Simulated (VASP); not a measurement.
# WC (Fm-3m) in VASP: further runs

Aim: see how the results for WC move with the level of theory and the settings. Levels: BLYP+D3(BJ), BLYP+D4, PBE, revPBE+D4. Tasks: single point, relaxation of cell and atoms.

Everything below comes from runs of VASP 6.6.1. Logs are shortened: lines on timing, memory, paths and dates and some standing lists are left out, and cuts for length are marked.

## 1. The cell of the first run

Symmetry: Fm-3m, No. 225, cubic system. Conventional cell: a = 4.363 Å, b = 4.363 Å, c = 4.363 Å, α = 90.00°, β = 90.00°, γ = 90.00°. W (site symmetry m-3m) has 6 C at 2.18 Å within 2.9 Å. C (site symmetry m-3m) has 6 W at 2.18 Å within 2.9 Å.

## 2. Single point, BLYP+D3(BJ)

INCAR

```
SYSTEM = WC
AGGAC = 1.0 ; AGGAX = 1.0
ALDAC = 0.0 ; ALDAX = 1.0
ALGO = Normal ; EDIFF = 1E-6
ENCUT = 520 ; GGA = B5
ISIF = 2 ; ISMEAR = -1
IVDW = 12 ; LASPH = .True.
LCHARG = .True. ; LELF = .True.
LREAL = .False. ; LVHAR = .True.
LWAVE = .False. ; NBANDS = 16
NELM = 100 ; PREC = Accurate
SIGMA = 0.05 ; VDW_A1 = 0.4298
VDW_A2 = 4.2359 ; VDW_S6 = 1.0
VDW_S8 = 2.6996
```

KPOINTS

```
k-points
0
Gamma
  10 10 10
  0 0 0
```

POSCAR

```
WC
1.0
    0.0000000000      2.1817195142      2.1817195142
    2.1817195142      0.0000000000      2.1817195142
    2.1817195142      2.1817195142      0.0000000000
W C
1 1
Direct
    0.0000000000      0.0000000000      0.0000000000
    0.5000000000      0.5000000000      0.5000000000
```

Potentials or basis: VASP PAW PBE potentials, release 64 (W_sv, C).

Launch:

```sh
$ cat potpaw_PBE.64/W_sv/POTCAR potpaw_PBE.64/C/POTCAR > POTCAR
$ mpirun -np 1 vasp_std > vasp.out
```

OUTCAR:

```text
SYSTEM = WC
   EDIFF = 1E-6
   ENCUT = 520
   GGA = B5
   ISIF = 2
   ISMEAR = -1
   IVDW = 12
   LASPH = .True.
   LREAL = .False.
   NELM = 100
   PREC = Accurate
 IVDW          = 12

 ion  position               nearest neighbor table
   1  0.000  0.000  0.000-   2 2.18   2 2.18   2 2.18   2 2.18   2 2.18   2 2.18
   2  0.500  0.500  0.500-   1 2.18   1 2.18   1 2.18   1 2.18   1 2.18   1 2.18

  LATTYP: Found a face centered cubic cell.
 ALAT       =     4.3634390284

  Lattice vectors:

 A1 = (   0.0000000000,   2.1817195142,   2.1817195142)
 A2 = (   2.1817195142,   0.0000000000,   2.1817195142)
 A3 = (   2.1817195142,   2.1817195142,   0.0000000000)

Analysis of symmetry for initial positions (statically):
=====================================================================
 Subroutine PRICEL returns:
 Original cell was already a primitive cell.

 Routine SETGRP: Setting up the symmetry group for a
 face centered cubic supercell.

 Subroutine GETGRP returns: Found 48 space group operations
 (whereof 48 operations were pure point group operations)
 out of a pool of 48 trial point group operations.

The static configuration has the point symmetry O_h .

Analysis of symmetry for dynamics (positions and initial velocities):
=====================================================================
 Subroutine PRICEL returns:
 Original cell was already a primitive cell.

 Routine SETGRP: Setting up the symmetry group for a
 face centered cubic supercell.

 Subroutine GETGRP returns: Found 48 space group operations
 (whereof 48 operations were pure point group operations)
 out of a pool of 48 trial point group operations.

The dynamic configuration has the point symmetry O_h .

 Subroutine INISYM returns: Found 48 space group operations
 (whereof 48 operations are pure point group operations),
 and found     1 'primitive' translations

----------------------------------------------------------------------------------------

                                     Primitive cell

  volume of cell :      20.7695

  direct lattice vectors                    reciprocal lattice vectors
     0.000000000  2.181719514  2.181719514    -0.229177031  0.229177031  0.229177031
     2.181719514  0.000000000  2.181719514     0.229177031 -0.229177031  0.229177031
     2.181719514  2.181719514  0.000000000     0.229177031  0.229177031 -0.229177031

  length of vectors
     3.085417326  3.085417326  3.085417326     0.396946261  0.396946261  0.396946261

  position of ions in fractional coordinates (direct lattice)
     0.000000000  0.000000000  0.000000000
     0.500000000  0.500000000  0.500000000

  ion indices of the primitive-cell ions
   primitive index   ion index
                 1           1
                 2           2

----------------------------------------------------------------------------------------

 KPOINTS: k-points

Automatic generation of k-mesh.
 Grid dimensions read from file:
 generate k-points for:   10   10   10

 Generating k-lattice:

  Cartesian coordinates                     Fractional coordinates (reciprocal lattice)
    -0.022917703  0.022917703  0.022917703     0.100000000  0.000000000  0.000000000
     0.022917703 -0.022917703  0.022917703     0.000000000  0.100000000  0.000000000
     0.022917703  0.022917703 -0.022917703     0.000000000  0.000000000  0.100000000

  Length of vectors
     0.039694626  0.039694626  0.039694626

  Shift w.r.t. Gamma in fractional coordinates (k-lattice)
     0.000000000  0.000000000  0.000000000

 Subroutine IBZKPT returns following result:
 ===========================================

 Found     47 irreducible k-points:

 Following reciprocal coordinates:
            Coordinates               Weight
  0.000000  0.000000  0.000000      1.000000
  0.100000  0.000000  0.000000      8.000000
  0.200000  0.000000  0.000000      8.000000
  0.300000  0.000000  0.000000      8.000000
  0.400000  0.000000  0.000000      8.000000
  0.500000  0.000000  0.000000      4.000000
[... 16 lines left out ...]
  0.300000  0.300000  0.000000      6.000000
  0.400000  0.300000  0.000000     24.000000
 [... further k-points ...]
   k-points           NKPTS =     47   k-points in BZ     NKDIM =     47   number of bands    NBANDS=     16
   number of dos      NEDOS =    301   number of ions     NIONS =      2
   total plane-waves  NPLWV =  13824
   dimension x,y,z NGX =    24 NGY =   24 NGZ =   24
   dimension x,y,z NGXF=    48 NGYF=   48 NGZF=   48
   ions per type =               1   1
   NGX,Y,Z   is equivalent  to a cutoff of  12.93, 12.93, 12.93 a.u.
   NGXF,Y,Z  is equivalent  to a cutoff of  25.86, 25.86, 25.86 a.u.
 SYSTEM =  WC
   PREC   = accura    normal or accurate (medium, high low for compatibility)
   ISTART =      0    job   : 0-new  1-cont  2-samecut
   ICHARG =      2    charge: 1-file 2-atom 10-const
   ISPIN  =      1    spin polarized calculation?
   LNONCOLLINEAR =      F non collinear calculations
[... 27 lines left out ...]
  Thomas-Fermi vector in A             =   2.663988
   LORBIT       =      0    0 simple, 1 ext, 2 COOP (PROOUT), +10 PAW based schemes
   GGA     = B5    functional components
   LHFCALC =     F    Hartree Fock is set to
   AEXX    =    0.0000 exact exchange contribution
   IVDW    =    12    specifies the selected vdW correction
   LEPSILON=     F    determine dielectric tensor
   LRPA    =     F    only Hartree local field effects (RPA)
 non-spin polarized calculation
  energy-cutoff  :      520.00
  volume of cell :       20.77
 maximum number of plane-waves:       571
   NGX = 11   NGY = 11   NGZ = 11

 number of electron      18.0000000 magnetization

 Free energy of the ion-electron system (eV)
  ---------------------------------------------------
  ext. energy  EPLUGINS =         0.00000000
  ---------------------------------------------------
  free energy    TOTEN  =       -19.10396141 eV

  energy without entropy =      -19.09763527  energy(sigma->0) =      -19.10079834

 E-fermi :  13.1699     XC(G=0): -13.0888

 val. band max:       13.0820747702   @ k =   0.3000   0.2000   0.1000
 cond. band min:      13.1869817304   @ k =  -0.1000   0.1000   0.0000
 fundamental gap:      0.1049069602
 Fermi energy:        13.1698536199

 k-point     1 :       0.0000    0.0000    0.0000
  band No.  band energies     occupation
      1     -61.9032      2.00000
      2     -26.1569      2.00000
      3     -26.1569      2.00000
      4     -26.1569      2.00000
      5      -2.6161      2.00000
      6      10.3691      2.00000
[... 8 lines left out ...]
     15      23.3527      0.00000
     16      36.8200      0.00000

 k-point     2 :       0.1000    0.0000    0.0000
  band No.  band energies     occupation
      1     -61.8993      2.00000
      2     -26.2191      2.00000
      3     -26.1635      2.00000
      4     -26.1635      2.00000
      5      -2.3342      2.00000
      6       9.4600      2.00000
[... 8 lines left out ...]
     15      23.9901      0.00000
     16      34.2261      0.00000

 k-point     3 :       0.2000    0.0000    0.0000
  band No.  band energies     occupation
      1     -61.8891      2.00000
      2     -26.3791      2.00000
      3     -26.1808      2.00000
      4     -26.1808      2.00000
      5      -1.5392      2.00000
      6       7.8135      2.00000
[... 8 lines left out ...]
     15      25.3728      0.00000
     16      31.3205      0.00000

 k-point     4 :       0.3000    0.0000    0.0000
  band No.  band energies     occupation
      1     -61.8765      2.00000
      2     -26.5713      2.00000
      3     -26.2020      2.00000
      4     -26.2020      2.00000
      5      -0.3662      2.00000
      6       6.0848      2.00000
[... 8 lines left out ...]
     15      26.0304      0.00000
     16      29.0408      0.00000
[... 324 lines left out ...]
 k-point    22 :      -0.2000    0.2000    0.0000
  band No.  band energies     occupation
      1     -61.8721      2.00000
      2     -26.5370      2.00000
      3     -26.3256      2.00000
      4     -26.1959      2.00000
      5      -0.1299      2.00000
      6       5.8050      2.00000
[... 8 lines left out ...]
     15      26.3200      0.00000
     16      26.7581      0.00000

 k-point    23 :       0.3000    0.3000    0.0000
  band No.  band energies     occupation
      1     -61.8676      2.00000
      2     -26.5335      2.00000
      3     -26.3025      2.00000
      4     -26.3025      2.00000
      5      -0.5334      2.00000
      6       5.9747      2.00000
[... 8 lines left out ...]
     15      26.1538      0.00000
     16      29.1509      0.00000

 k-point    24 :       0.4000    0.3000    0.0000
  band No.  band energies     occupation
      1     -61.8594      2.00000
      2     -26.6141      2.00000
      3     -26.3450      2.00000
      4     -26.3261      2.00000
      5      -0.2490      2.00000
      6       6.1517      2.00000
[... 8 lines left out ...]
     15      25.1803      0.00000
     16      28.9945      0.00000

 [... further k-points ...]

------------------------ aborting loop because EDIFF is reached ----------------------------------------

 Edisp (eV)   -2.14784

 E8    (eV) :    -1.6137

  FORCE on cell =-STRESS in cart. coord.  units (eV):
  Direction    XX          YY          ZZ          XY          YZ          ZX
  --------------------------------------------------------------------------------------
  -------------------------------------------------------------------------------------
  Total       0.30081     0.30081     0.30081     0.00000     0.00000     0.00000
  in kB      23.20454    23.20454    23.20454     0.00000     0.00000     0.00000
  external pressure =       23.20 kB  Pullay stress =        0.00 kB

 VOLUME and BASIS-vectors are now :
 -----------------------------------------------------------------------------
  energy-cutoff  :      520.00
  volume of cell :       20.77
      direct lattice vectors                 reciprocal lattice vectors
     0.000000000  2.181719514  2.181719514    -0.229177031  0.229177031  0.229177031
     2.181719514  0.000000000  2.181719514     0.229177031 -0.229177031  0.229177031
     2.181719514  2.181719514  0.000000000     0.229177031  0.229177031 -0.229177031

 POSITION                                       TOTAL-FORCE (eV/Angst)
 -----------------------------------------------------------------------------------
      0.00000      0.00000      0.00000         0.000000      0.000000      0.000000
      2.18172      2.18172      2.18172         0.000000     -0.000000      0.000000
 -----------------------------------------------------------------------------------
    total drift:                                0.000000     -0.000000     -0.000000

  FREE ENERGIE OF THE ION-ELECTRON SYSTEM (eV)
  ---------------------------------------------------
  free  energy   TOTEN  =       -21.2517972551 eV

  energy  without entropy=      -21.2454711155  energy(sigma->0) =      -21.24863419
```

Wall time 25 s (1 thread of Intel Xeon 8259CL, shared host); peak memory 0.16 GiB.

Results:

| Item | Value |
| --- | --- |
| Free energy | -21.2518 eV |
| Pressure | 2.3 GPa |
| Band gap on the k mesh | zero (bands 9 and 10 overlap by 3.18 eV) |
| Dispersion energy per atom | -1.074 eV |

Caveat: the dispersion term is far too large for a dense solid, which distorts pressure and volume; the PAW data sets were made with another functional, which shifts forces and pressure a little; spin-orbit coupling is left out, which moves the levels of the heavy elements.

## 3. Single point, BLYP+D4

This run uses another cell than the first one, of 10.47 Å³/atom.

INCAR

```
SYSTEM = WC
PREC = Accurate
ENCUT = 520
EDIFF = 1E-7
ISMEAR = -1
SIGMA = 0.05
LREAL = .FALSE.
LASPH = .TRUE.
NELM = 100
ALGO = Normal
ISIF = 2
LWAVE = .FALSE.
LCHARG = .FALSE.
GGA = B5
ALDAX = 1.0
AGGAX = 1.0
AGGAC = 1.0
ALDAC = 0.0
IVDW = 13
VDW_S6 = 1.0
VDW_S8 = 2.34076671
VDW_A1 = 0.44488865
VDW_A2 = 4.0933009
NBANDS = 16
```

KPOINTS

```
Automatic mesh
0
G
  10 10 10
  0 0 0
```

POSCAR

```
WC
1.0
    0.0000000000      2.1873752590      2.1873752590
    2.1873752590      0.0000000000      2.1873752590
    2.1873752590      2.1873752590      0.0000000000
W C
1 1
Direct
    0.0000000000      0.0000000000      0.0000000000
    0.5000000000      0.5000000000      0.5000000000
```

Potentials or basis: VASP PAW PBE potentials, release 64 (W_sv, C).

Launch:

```sh
$ cat potpaw_PBE.64/W_sv/POTCAR potpaw_PBE.64/C/POTCAR > POTCAR
$ mpirun -np 1 vasp_std > vasp.out
```

Wall time 28 s (1 thread of Intel Xeon 8259CL, shared host); peak memory 0.15 GiB.

Results (log left out):

- Free energy: -20.9807 eV
- Pressure: 2.2 GPa
- Band gap on the k mesh: zero (bands 9 and 10 overlap by 3.14 eV)
- Dispersion energy per atom: -0.929 eV

Levels at points of the mesh, in eV from the Fermi level:
```tsv
k point	band 6	band 7	band 8	band 9	band 10	band 11	band 12	band 13
(0.00, 0.00, 0.00)	-2.77	-2.77	-2.77	-1.14	-1.14	-1.14	-0.99	-0.99
(0.50, 0.00, 0.00)	-9.69	-6.64	-6.64	0.97	0.97	2.28	5.32	8.68
(0.50, 0.50, 0.00)	-5.70	-5.42	-2.50	-2.50	0.80	2.18	2.18	5.52
```

Caveat: the PAW data sets were made with another functional, which shifts forces and pressure a little; spin-orbit coupling is left out, which moves the levels of the heavy elements.

## 4. Single point, PBE

This run uses another cell than the first one, of 10.54 Å³/atom.

INCAR

```
SYSTEM = WC
ALGO = Normal
EDIFF = 1E-6
ENCUT = 520
GGA = PE
ISIF = 2
ISMEAR = 0
LASPH = .True.
LCHARG = .False.
LREAL = .False.
LWAVE = .False.
NBANDS = 16
NELM = 100
PREC = Accurate
SIGMA = 0.028999999999999998
```

KPOINTS

```
k-points
0
Gamma
  10 10 10
  0 0 0
```

POSCAR

```
WC
1.0
    0.0000000000      2.1926840000      2.1926840000
    2.1926840000      0.0000000000      2.1926840000
    2.1926840000      2.1926840000      0.0000000000
W C
1 1
Direct
    0.0000000000      0.0000000000      0.0000000000
    0.5000000000      0.5000000000      0.5000000000
```

Launch:

```sh
$ cat potpaw_PBE.64/W_sv/POTCAR potpaw_PBE.64/C/POTCAR > POTCAR
$ mpirun -np 1 vasp_std > vasp.out
```

Run time: 18 s. Hardware: 1 thread of Intel Xeon 8259CL, shared host; peak memory 0.15 GiB.

It converged, with:

* Free energy: -21.5684 eV
* Pressure: -0.6 GPa
* Band gap on the k mesh: zero (bands 9 and 10 overlap by 3.18 eV)

Levels at points of the mesh, in eV from the Fermi level:
| k point | band 5 | band 6 | band 7 | band 8 | band 9 | band 10 | band 11 | band 12 | band 13 | band 14 |
| --- | --- | --- | --- | --- | --- | --- | --- | --- | --- | --- |
| (0.00, 0.00, 0.00) | -15.89 | -2.83 | -2.83 | -2.83 | -1.15 | -1.15 | -1.15 | -1.04 | -1.04 | 6.41 |
| (0.50, 0.00, 0.00) | -11.30 | -9.87 | -6.66 | -6.66 | 0.96 | 0.96 | 2.24 | 4.84 | 8.69 | 8.69 |
| (0.50, 0.50, 0.00) | -13.68 | -5.84 | -5.68 | -2.59 | -2.59 | 0.77 | 2.18 | 2.18 | 5.35 | 7.19 |

Caveat: spin-orbit coupling is left out, which moves the levels of the heavy elements.

## 5. Single point, PBE

This run uses another cell than the first one, of 10.54 Å³/atom.

INCAR

```
ALGO = Normal ; EDIFF = 1E-7
ENCUT = 520 ; GGA = PE
ISIF = 2 ; ISMEAR = 0
LASPH = T ; LCHARG = F
LREAL = F ; LWAVE = F
NBANDS = 16 ; NELM = 100
PREC = Accurate ; SIGMA = 0.03
```

KPOINTS

```
k-points
0
Gamma
  10 10 10
```

POSCAR is that of step 4.

Launch:

```sh
$ cat potpaw_PBE.64/W_sv/POTCAR potpaw_PBE.64/C/POTCAR > POTCAR
$ mpirun -np 1 vasp_std > vasp.out
```

Wall time 22 s (1 thread of Intel Xeon 8259CL, shared host); peak memory 0.15 GiB.

It converged, with:

```
Free energy            : -21.5684 eV
Pressure               : -0.6 GPa
Band gap on the k mesh : zero (bands 9 and 10 overlap by 3.18 eV)
```

Levels at points of the mesh, in eV from the Fermi level:
```tsv
k point	band 7	band 8	band 9	band 10	band 11	band 12
(0.00, 0.00, 0.00)	-2.83	-2.83	-1.15	-1.15	-1.15	-1.04
(0.50, 0.00, 0.00)	-6.66	-6.66	0.96	0.96	2.25	4.84
(0.50, 0.50, 0.00)	-5.68	-2.59	-2.59	0.77	2.19	2.19
```

Caveat: spin-orbit coupling is left out, which moves the levels of the heavy elements.

## 6. Relaxation of cell and atoms, revPBE+D4

This run uses another cell than the first one, of 10.54 Å³/atom.

INCAR

```
SYSTEM = WC
ALGO = Normal
EDIFF = 1E-6
EDIFFG = -0.01
ENCUT = 600
GGA = RE
IBRION = 2
ISIF = 3
ISMEAR = -1
IVDW = 13
LASPH = .True.
LCHARG = .False.
LREAL = .False.
LWAVE = .False.
NELM = 60
NSW = 60
PREC = Accurate
SIGMA = 0.05
```

KPOINTS

```
k-points
0
Gamma
  10 10 10
  0 0 0
```

POSCAR is that of step 5.

Potentials or basis: VASP PAW PBE potentials, release 64 (W_sv, C).

Launch:

```sh
$ cat potpaw_PBE.64/W_sv/POTCAR potpaw_PBE.64/C/POTCAR > POTCAR
$ mpirun -np 1 vasp_std > vasp.out
```

Run time: 86 s. Hardware: 1 thread of Intel Xeon 8259CL, shared host; peak memory 0.18 GiB.

The run converged. Its results:

```
Free energy                           : -22.3454 eV
Relaxed volume                        : 10.25 Å³/atom
Relaxed cell                          : a = 3.072 Å, b = 3.072 Å, c = 3.072 Å, α = 60.00°, β = 60.00°, γ = 60.00°
Space group after relaxing (to 0.1 Å) : Fm-3m (No. 225)
Energy gained by relaxing             : 10.4 meV/atom
Ionic steps                           : 3
Pressure after relaxing               : -0.1 GPa
Dispersion energy per atom            : -0.827 eV
```

Step by step:
| step | energy change (eV) | largest force (eV/Å) | pressure (GPa) | volume (Å³) |
| --- | --- | --- | --- | --- |
| 1 | 0.0000 | 0.0000 | -10.35 | 21.08 |
| 2 | 0.1138 | 0.0000 | 32.44 | 19.07 |
| 3 | -0.0208 | 0.0000 | -0.15 | 20.50 |

Final structure:
```
W C
1.0
     0.00000    2.17231    2.17231
     2.17231    0.00000    2.17231
     2.17231    2.17231    0.00000
W C
1 1
Cartesian
  0.0000 0.0000 0.0000
  2.1723 2.1723 2.1723
```

Levels at points of the mesh, in eV from the Fermi level:
| k point | band 5 | band 6 | band 7 | band 8 | band 9 | band 10 | band 11 | band 12 | band 13 |
| --- | --- | --- | --- | --- | --- | --- | --- | --- | --- |
| (0.00, 0.00, 0.00) | -16.15 | -2.90 | -2.90 | -2.90 | -1.18 | -1.18 | -1.18 | -1.04 | -1.04 |
| (0.50, 0.00, 0.00) | -11.39 | -10.10 | -6.84 | -6.84 | 1.06 | 1.06 | 2.40 | 4.88 | 9.05 |
| (0.50, 0.50, 0.00) | -13.93 | -6.03 | -5.74 | -2.61 | -2.61 | 0.86 | 2.34 | 2.34 | 5.67 |

Caveat: the highest band is partly filled, so the run has too few bands; the PAW data sets were made with another functional, which shifts forces and pressure a little; spin-orbit coupling is left out, which moves the levels of the heavy elements.

## 7. The runs side by side

| task | level | cell | cutoff (eV) | smearing | gap on the mesh (eV) | pressure (GPa) |
| --- | --- | --- | --- | --- | --- | --- |
| single point | BLYP+D3(BJ) | a = 3.085 Å, angles 60.0°, 2 atoms | 520 | fermi-dirac 0.05 eV | none | 2.3 |
| single point | BLYP+D4 | a = 3.093 Å, angles 60.0°, 2 atoms | 520 | fermi-dirac 0.05 eV | none | 2.2 |
| single point | PBE | a = 3.101 Å, angles 60.0°, 2 atoms | 520 | gaussian 0.029 eV | none | -0.6 |
| single point | PBE | a = 3.101 Å, angles 60.0°, 2 atoms | 520 | gaussian 0.03 eV | none | -0.6 |
| relaxation of cell and atoms | revPBE+D4 | relaxed from a = 3.101 Å, angles 60.0°, 2 atoms | 600 | fermi-dirac 0.05 eV | - | -0.1 |

Alike in all rows: potentials or basis VASP PAW PBE potentials, release 64 (W_sv, C); no spin polarisation; k mesh 10 × 10 × 10.

Caveats: spin-orbit coupling is left out, which moves the levels of the heavy elements; the PAW data sets were made with another functional, which shifts forces and pressure a little (at least some runs); the dispersion term is far too large for a dense solid, which distorts pressure and volume (at least some runs); the highest band is partly filled, so the run has too few bands (at least some runs).

Total energies depend on the potentials used, so only differences within one code and one set of settings carry meaning.

The gap in the log of VASP goes by the Fermi energy; the results here count the filled bands.